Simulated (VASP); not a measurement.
A run of VASP 6.6.1 is set up as follows.

INCAR

```
ALGO     = Normal         # electronic algorithm
EDIFF    = 1E-6           # SCF threshold, eV
ENCUT    = 500            # plane-wave cutoff, eV
GGA      = PE             # functional
GGA_COMPAT= F            
ISIF     = 2              # what is computed and relaxed
ISMEAR   = -1             # smearing method
LASPH    = T              # aspherical terms in the spheres
LCHARG   = T              # write CHGCAR
LELF     = T              # ELF
LREAL    = F              # projectors in reciprocal space
LVHAR    = T            
LWAVE    = F              # write WAVECAR
NBANDS   = 12             # bands
NELM     = 120            # most SCF steps
PREC     = Accurate       # precision mode
SIGMA    = 0.06122561905347299 # smearing width, eV
```

Contents of KPOINTS:

```
k-points
0
Gamma
  16 16 16
```

POSCAR

```
Cr
1.0
    2.3851089321      0.0000000000      0.0000000000
    0.0000000000      2.3851089321      0.0000000000
    0.0000000000      0.0000000000      2.3851089321
Cr
1
Direct
    0.0000000000      0.0000000000      0.0000000000
```

Potentials or basis: VASP PAW PBE potentials, release 64 (Cr_pv).

Command:

```console
$ cat potpaw_PBE.64/Cr_pv/POTCAR > POTCAR
$ mpirun -np 1 vasp_std > vasp.out
```

Problem. What does it give for the pressure?

Solution. -9.9 GPa.

Problem. Predict the band gap on the k mesh.

Solution. Zero (band 6 reaches 9.90 eV, above the bottom of band 7 at 8.31 eV).

Caveat: the run has no spin polarisation, though such a crystal can be magnetic. Spin polarisation is off, so any magnetic state and its effect on volume and gap are missing.
